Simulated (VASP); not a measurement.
# Na (Fm-3m) in VASP: single point with LDA

Aim: the single point of Na with LDA.

Program: VASP 6.6.1. These are calculated values, not measurements. Logs are shortened: lines on timing, memory, paths and dates and some standing lists are left out, and cuts for length are marked.

### Step 1. The cell of the first run

It takes space group Fm-3m (No. 225, cubic). The conventional cell has a = 5.620 Å, b = 5.620 Å, c = 5.620 Å, α = 90.00°, β = 90.00°, γ = 90.00°. Within 5.2 Å of Na (site symmetry m-3m) lie 12 Na at 3.97 Å.

### Step 2. Single point, LDA

The input, INCAR:

```
PREC = Accurate
ENCUT = 500
EDIFF = 1E-6
ISMEAR = 1
SIGMA = 0.01
LREAL = F
LASPH = T
NELM = 120
ALGO = Normal
ISIF = 2
LWAVE = F
LCHARG = F
NBANDS = 10
GGA_COMPAT = F
```

The input, KPOINTS:

```
regular mesh
0
Gamma
  5 5 5
```

The input, POSCAR:

```
Na
1.0
    0.0000000000      2.8100000000      2.8100000000
    2.8100000000      0.0000000000      2.8100000000
    2.8100000000      2.8100000000      0.0000000000
Na
1
Direct
    0.0000000000      0.0000000000      0.0000000000
```

Potentials or basis: VASP PAW LDA potentials, release 64 (Na_pv).

Launch:

```console
$ cat potpaw_LDA.64/Na_pv/POTCAR > POTCAR
$ mpirun -np 1 vasp_std > vasp.out
```

OUTCAR:

```text
PREC = Accurate
   ENCUT = 500
   EDIFF = 1E-6
   ISMEAR = 1
   LREAL = F
   LASPH = T
   NELM = 120
   ISIF = 2

 ion  position               nearest neighbor table
   1  0.000  0.000  0.000-

  LATTYP: Found a face centered cubic cell.
 ALAT       =     5.6200000000

  Lattice vectors:

 A1 = (   0.0000000000,   2.8100000000,   2.8100000000)
 A2 = (   2.8100000000,   0.0000000000,   2.8100000000)
 A3 = (   2.8100000000,   2.8100000000,   0.0000000000)

Analysis of symmetry for initial positions (statically):
=====================================================================
 Subroutine PRICEL returns:
 Original cell was already a primitive cell.

 Routine SETGRP: Setting up the symmetry group for a
 face centered cubic supercell.

 Subroutine GETGRP returns: Found 48 space group operations
 (whereof 48 operations were pure point group operations)
 out of a pool of 48 trial point group operations.

The static configuration has the point symmetry O_h .

Analysis of symmetry for dynamics (positions and initial velocities):
=====================================================================
 Subroutine PRICEL returns:
 Original cell was already a primitive cell.

 Routine SETGRP: Setting up the symmetry group for a
 face centered cubic supercell.

 Subroutine GETGRP returns: Found 48 space group operations
 (whereof 48 operations were pure point group operations)
 out of a pool of 48 trial point group operations.

The dynamic configuration has the point symmetry O_h .

 Subroutine INISYM returns: Found 48 space group operations
 (whereof 48 operations are pure point group operations),
 and found     1 'primitive' translations

----------------------------------------------------------------------------------------

                                     Primitive cell

  volume of cell :      44.3761

  direct lattice vectors                    reciprocal lattice vectors
     0.000000000  2.810000000  2.810000000    -0.177935943  0.177935943  0.177935943
     2.810000000  0.000000000  2.810000000     0.177935943 -0.177935943  0.177935943
     2.810000000  2.810000000  0.000000000     0.177935943  0.177935943 -0.177935943

  length of vectors
     3.973940110  3.973940110  3.973940110     0.308194094  0.308194094  0.308194094

  position of ions in fractional coordinates (direct lattice)
     0.000000000  0.000000000  0.000000000

  ion indices of the primitive-cell ions
   primitive index   ion index
[... 62 lines left out ...]
   IBRION =     -1    ionic relax: 0-MD 1-quasi-New 2-CG
   NFREE  =      0    steps in history (QN), initial steepest desc. (CG)
   ISIF   =      2    stress and relaxation
   ISYM   =      2    0-nonsym 1-usesym 2-fastsym
   POTIM  = 0.5000    time-step for ionic-motion
   TEBEG  =    0.0;   TEEND  =   0.0 temperature during run
   PSTRESS=    0.0 pullay stress
   NELECT =       7.0000    total number of electrons
   NUPDOWN=      -1.0000    fix difference up-down
   EMIN   =  10.00;   EMAX   =-10.00  energy-range for DOS
   EFERMI =   0.00;   METHOD = LEGACY
   ISMEAR =     1;   SIGMA  =   0.01  broadening in eV -4-tet -1-fermi 0-gaus
   EFERMI_NEDOS =   21; number of points for ismear=-14 and -15
   IALGO  =     38    algorithm
   IMIX   =      4    mixing-type and parameters
     AMIX     =   0.40;   BMIX     =  1.00
     AMIX_MAG =   1.60;   BMIX_MAG =  1.00
  volume/ion in A,a.u.               =      44.38       299.46
  Fermi-wavevector in a.u.,A,eV,Ry     =   0.884554  1.671565 10.645694  0.782436
  Thomas-Fermi vector in A             =   2.005470
   LORBIT       =      0    0 simple, 1 ext, 2 COOP (PROOUT), +10 PAW based schemes
   GGA     = CA    functional components
   LHFCALC =     F    Hartree Fock is set to
   AEXX    =    0.0000 exact exchange contribution
   IVDW    =     0    specifies the selected vdW correction
   LEPSILON=     F    determine dielectric tensor
   LRPA    =     F    only Hartree local field effects (RPA)
 non-spin polarized calculation
 Methfessel and Paxton  Order N= 1 SIGMA  =   0.01
  energy-cutoff  :      500.00
  volume of cell :       44.38
 maximum number of plane-waves:      1139
 NGX is ok and might be reduce to    30
   NGX = 15   NGY = 15   NGZ = 15

 number of electron       7.0000007 magnetization

 Free energy of the ion-electron system (eV)
  ---------------------------------------------------
  ext. energy  EPLUGINS =         0.00000000
  ---------------------------------------------------
  free energy    TOTEN  =        -1.42689731 eV

  energy without entropy =       -1.42676585  energy(sigma->0) =       -1.42685349

 E-fermi :  -0.1539     XC(G=0):  -6.2453

 val. band max:       -0.1549161359   @ k =   0.4000   0.4000   0.0000
 cond. band min:       0.3994877104   @ k =  -0.4000   0.2000   0.0000
 fundamental gap:      0.5544038463
 Fermi energy:        -0.1539260699

 k-point     1 :       0.0000    0.0000    0.0000
  band No.  band energies     occupation
      1     -25.3966      2.00000
      2     -25.3966      2.00000
      3     -25.3966      2.00000
      4      -3.2146      2.00000
      5       9.7245      0.00000
      6       9.7245      0.00000
      7       9.7245      0.00000
      8      10.7077      0.00000
      9      10.7077      0.00000
     10      10.7078      0.00000
[... 105 lines left out ...]
 k-point    10 :      -0.4000    0.4000    0.2000
  band No.  band energies     occupation
      1     -25.4104      2.00000
      2     -25.4062      2.00000
      3     -25.4023      2.00000
      4       0.5861      0.00000
      5       3.0609      0.00000
      6       3.6079      0.00000
      7       4.4854      0.00000
      8      10.2115      0.00000
      9      11.0666      0.00000
     10      11.5881      0.00000

------------------------ aborting loop because EDIFF is reached ----------------------------------------

  FORCE on cell =-STRESS in cart. coord.  units (eV):
  Direction    XX          YY          ZZ          XY          YZ          ZX
  --------------------------------------------------------------------------------------
  -------------------------------------------------------------------------------------
  Total       -0.4496468     -0.4496468     -0.4496468     -0.0000000      0.0000000     -0.0000000
  in kB      -16.2342829    -16.2342829    -16.2342829     -0.0000000      0.0000000     -0.0000000
  external PRESSURE =     -16.2342829 kB  Pullay stress =       0.0000000 kB

 VOLUME and BASIS-vectors are now :
 -----------------------------------------------------------------------------
  energy-cutoff  :      500.00
  volume of cell :       44.38
      direct lattice vectors                 reciprocal lattice vectors
     0.000000000  2.810000000  2.810000000    -0.177935943  0.177935943  0.177935943
     2.810000000  0.000000000  2.810000000     0.177935943 -0.177935943  0.177935943
     2.810000000  2.810000000  0.000000000     0.177935943  0.177935943 -0.177935943

 POSITION                                       TOTAL-FORCE (eV/Angst)
 -----------------------------------------------------------------------------------
      0.00000      0.00000      0.00000        -0.000000      0.000000      0.000000
 -----------------------------------------------------------------------------------
    total drift:                               -0.000000     -0.000000     -0.000000

  FREE ENERGIE OF THE ION-ELECTRON SYSTEM (eV)
  ---------------------------------------------------
  free  energy   TOTEN  =        -1.4268973106 eV

  energy  without entropy=       -1.4267658546  energy(sigma->0) =       -1.42685349
```

stdout:

```text
POSCAR found type information on POSCAR Na
 POSCAR found :  1 types and       1 ions
 scaLAPACK will be used
 LDA part: xc-table for (Slater(with rela. corr.)+CA(PZ))
 , standard interpolation
 POSCAR, INCAR and KPOINTS ok, starting setup
 FFT: planning ... GRIDC
 FFT: planning ... GRID_SOFT
 FFT: planning ... GRID
 WAVECAR not read
 entering main loop
```

Run time: 8 s. Hardware: 1 thread of AMD EPYC 7R13, shared host; peak memory 0.1 GiB.

Results:

* Free energy: -1.4269 eV
* Pressure: -1.6 GPa

Caveat: the k points lie up to 0.39 Å⁻¹ apart.
